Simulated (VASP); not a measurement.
A run of VASP 6.6.1:

Contents of INCAR:

```
PREC     = Accurate       # precision mode
ENCUT    = 600            # plane-wave cutoff, eV
EDIFF    = 1E-6           # SCF threshold, eV
ISMEAR   = 0              # smearing method
SIGMA    = 0.02           # smearing width, eV
LREAL    = False          # projectors in reciprocal space
LASPH    = True           # aspherical terms in the spheres
NELM     = 120            # most SCF steps
ALGO     = Normal         # electronic algorithm
ISIF     = 2              # what is computed and relaxed
LWAVE    = False          # write WAVECAR
LCHARG   = True           # write CHGCAR
GGA      = PE             # functional
LELF     = True           # ELF
LVHAR    = True         
NBANDS   = 31             # bands
GGA_COMPAT= False
```

Contents of KPOINTS:

```
regular mesh
0
Gamma
  4 4 4
```

Contents of POSCAR:

```
Be3CdSe4
1.0
    5.4448405282      0.0000000000      0.0000000000
    0.0000000000      5.4448405282      0.0000000000
    0.0000000000      0.0000000000      5.4448405282
Be Cd Se
3 1 4
Direct
    0.5000000000      0.5000000000      0.0000000000
    0.5000000000      0.0000000000      0.5000000000
    0.0000000000      0.5000000000      0.5000000000
    0.0000000000      0.0000000000      0.0000000000
    0.2725994015      0.2725994015      0.7274005985
    0.2725994015      0.7274005985      0.2725994015
    0.7274005985      0.7274005985      0.7274005985
    0.7274005985      0.2725994015      0.2725994015
```

Potentials or basis: VASP PAW PBE potentials, release 64 (Be, Cd, Se).

Run with:

```bash
$ cat potpaw_PBE.64/Be/POTCAR potpaw_PBE.64/Cd/POTCAR potpaw_PBE.64/Se/POTCAR > POTCAR
$ mpirun -np 1 vasp_std > vasp.out
```

Hardware: 1 thread of Intel(R) Xeon(R) 6975P-C (Granite Rapids), on a shared host.

How long does it take, and how much memory?

Wall time 44 s on 1 thread of Intel(R) Xeon(R) 6975P-C (Granite Rapids), on a shared host, peak memory 0.34 GiB. Counts: scf iterations 14, k points 10.
